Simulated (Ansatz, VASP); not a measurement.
**Two plane-wave programs on LiF**

POSCAR

```
LiF
1.0
    0.0000000000      1.8528800000      2.0140000000
    1.8528800000      0.0000000000      2.0140000000
    1.8528800000      1.8528800000      0.0000000000
Li F
1 1
Direct
    0.0000000000      0.0000000000      0.0000000000
    0.5000000000      0.5000000000      0.5000000000
```

The input INCAR.step1:

```
SYSTEM = LiF
PREC = Accurate
ENCUT = 520
ISMEAR = 0
SIGMA = 0.05
LREAL = .FALSE.
LASPH = .TRUE.
NELM = 80
NBANDS = 12
GGA = PE
ALGO = Normal
EDIFF = 1E-4
LWAVE = .TRUE.
LCHARG = .FALSE.
```

File INCAR.step2:

```
SYSTEM = LiF
PREC = Accurate
ENCUT = 520
EDIFF = 1E-6
ISMEAR = 0
SIGMA = 0.05
LREAL = .FALSE.
LASPH = .TRUE.
NELM = 80
ALGO = Normal
ISIF = 2
LWAVE = .FALSE.
LCHARG = .FALSE.
METAGGA = R2SCAN
LMIXTAU = .TRUE.
NBANDS = 12
ISTART = 1
```

File KPOINTS:

```
regular mesh
0
G
  10 10 10
  0 0 0
```

Input for Ansatz:

```yaml
crystal:
  lattice:
    - [0.0, 1.85288, 2.014]
    - [1.85288, 0.0, 2.014]
    - [1.85288, 1.85288, 0.0]
  atoms:
    - { symbol: Li, position: [0.0, 0.0, 0.0] }
    - { symbol: F, position: [0.5, 0.5, 0.5] }
basis:
  ecutwfc: 500
kpoints:
  mp_grid: { grid: [10, 10, 10] }
hamiltonian:
  xc: r2scan
scf:
  occupations: { method: gaussian, width: 0.05 }
output:
  forces: true
  stress: true
  eigenvalues: true
```

Change from the starting cell: strain -0.080 along x and y, +0.000 along z, atoms carried along.

Alike in both runs: task single point; functional r2SCAN; k mesh 10 × 10 × 10; occupations gaussian, width 0.05 eV; no spin polarisation.

```csv
,VASP,Ansatz
version,VASP 6.6.1,Ansatz 0.2.0
potentials or method,"VASP PAW PBE potentials, release 64 (Li_sv, F), cutoff 520 eV","scalar-relativistic, plane waves, PAW"
valence electrons in the cell,10,10
```

Ansatz gave:

- gap on the k mesh at the Fermi level (eV): 11.62
- least direct gap on the mesh (eV): 11.62

Question: Estimate VASP's values.

Answer: gap on the k mesh at the Fermi level (eV): 11.74; least direct gap on the mesh (eV): 11.74.

VASP's potentials were made for PBE, not for r2SCAN.

Noted on VASP's run: the cutoff is short for stress, so the pressure is rough.
